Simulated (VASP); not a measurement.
Crystal: CaGe4N.

```
Ca Ge N
1.0
     5.81682    0.00000    0.00000
    -2.90841    5.03752    0.00000
     0.00000    0.00000    3.90984
Ca Ge N
1 4 1
Direct
  0.00000 0.00000 0.00000
  0.66667 0.33333 0.00000
  0.03489 0.51744 0.50000
  0.48256 0.51744 0.50000
  0.48256 0.96511 0.50000
  0.33333 0.66667 0.00000
```

The cell was generated, and may not be a known phase.

- Program: VASP 6.6.1
- Task: relaxation of cell and atoms
- Functional: PBE
- Potentials or basis: VASP PAW PBE potentials, release 64 (Ca_sv, Ge_d, N)
- Cutoff: 600 eV
- k mesh: 6 × 6 × 10
- Occupations: gaussian, width 0.1 eV
- Spin: no spin polarisation

At the start: pressure -0.2 GPa; volume 19.09 Å³/atom.

Q: Where does the relaxation end?

A: Over 7 steps the energy falls by 18.7 meV/atom and the volume is 19.22 Å³/atom (+0.7 %); space group P-6m2 (No. 187, to 0.1 Å) before and after.

Step by step:
| step | energy change (eV) | largest force (eV/Å) | pressure (GPa) | volume (Å³) |
| --- | --- | --- | --- | --- |
| 1 | 0.0000 | 0.0576 | -0.22 | 114.57 |
| 2 | -0.0533 | 0.1004 | 0.12 | 114.12 |
| 3 | -0.0905 | 0.1369 | 1.71 | 112.46 |
| 4 | -0.1008 | 0.1311 | 1.17 | 112.98 |
| 5 | -0.1108 | 0.0741 | -0.32 | 116.00 |
| 6 | -0.1115 | 0.0837 | -0.07 | 115.43 |
| 7 | -0.1123 | 0.0028 | 0.01 | 115.34 |

Final structure:
```cif
data_structure
_symmetry_space_group_name_H-M 'P 1'
_symmetry_Int_Tables_number 1
_cell_length_a 6.0122
_cell_length_b 6.0122
_cell_length_c 3.6846
_cell_angle_alpha 90.000
_cell_angle_beta 90.000
_cell_angle_gamma 120.000
_cell_volume 115.34
loop_
_atom_site_label
_atom_site_type_symbol
_atom_site_fract_x
_atom_site_fract_y
_atom_site_fract_z
_atom_site_occupancy
Ca1 Ca 0.00000 0.00000 0.00000 1
Ge1 Ge 0.66667 0.33333 0.00000 1
Ge2 Ge 0.03941 0.51971 0.50000 1
Ge3 Ge 0.48029 0.51971 0.50000 1
Ge4 Ge 0.48029 0.96059 0.50000 1
N1 N 0.33333 0.66667 0.00000 1
```
